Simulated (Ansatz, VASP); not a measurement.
One calculation of ZnCu, two programs

The input INCAR:

```
  PREC = Accurate
  ENCUT = 600
  EDIFF = 1E-6
  ISMEAR = -1
  SIGMA = 0.05
  LREAL = F
  LASPH = T
  NELM = 80
  ALGO = Fast
  ISIF = 3
  LWAVE = F
  LCHARG = F
  GGA = B5
  ALDAX = 1.0
  AGGAX = 1.0
  AGGAC = 1.0
  ALDAC = 0.0
  IBRION = 2
  NSW = 60
  EDIFFG = -0.01
```

File KPOINTS:

```
regular mesh
0
Gamma
  9 9 9
```

Contents of POSCAR:

```
ZnCu
1.0
    2.9450000000      0.0000000000      0.0000000000
    0.0000000000      2.9450000000      0.0000000000
    0.0000000000      0.0000000000      2.9450000000
Zn Cu
1 1
Direct
    0.5000000000      0.5000000000      0.5000000000
    0.0000000000      0.0000000000      0.0000000000
```

input.yaml

```yaml
crystal:
  lattice:
    - [2.945, 0.0, 0.0]
    - [0.0, 2.945, 0.0]
    - [0.0, 0.0, 2.945]
  atoms:
    - { symbol: Zn, position: [0.5, 0.5, 0.5] }
    - { symbol: Cu, position: [0.0, 0.0, 0.0] }
hamiltonian:
  xc: blyp
  pseudopotentials: { kind: paw }
kpoints:
  mp_grid: { grid: [9, 9, 9] }
scf:
  occupations: { method: fermi_dirac, width: 0.05 }
output:
  forces: true
  stress: true
  eigenvalues: true
relax:
  f_tol: 0.01
  max_steps: 40
  cell: { stress_tol: 0.05 }
```

Alike in both runs: task relaxation of cell and atoms; functional BLYP; k mesh 9 × 9 × 9; occupations fermi-dirac, width 0.05 eV; no spin polarisation.

|  | VASP | Ansatz |
| --- | --- | --- |
| version | VASP 6.6.1 | Ansatz 0.2.0 |
| potentials or method | VASP PAW PBE potentials, release 64 (Zn, Cu) | Ansatz PAW |
| plane-wave cutoff (eV) | 600 | 420 |
| valence electrons in the cell | 23 | 31 |

Ansatz gave:

```
gap on the k mesh at the Fermi level, each at its own relaxed structure (eV) : none
relaxed volume (Å³/atom)                                                     : 13.93
relaxed cell length with the largest relative difference (Å)                 : 3.031
```

Task: Estimate VASP's values.

Result: gap on the k mesh at the Fermi level, each at its own relaxed structure (eV): none; relaxed volume (Å³/atom): 13.98; relaxed cell length with the largest relative difference (Å): 3.035.

VASP's potentials were made for PBE, not for BLYP. A gap of «none» marks a metal or a gap that the smearing closes. VASP's potentials hold 23 valence electrons a cell and Ansatz's 31, so a difference there can come from the potentials and not from the codes.

Noted on Ansatz's run: the plane-wave basis is chosen anew once the cell has moved, so the energies of steps on either side of that aren't comparable.
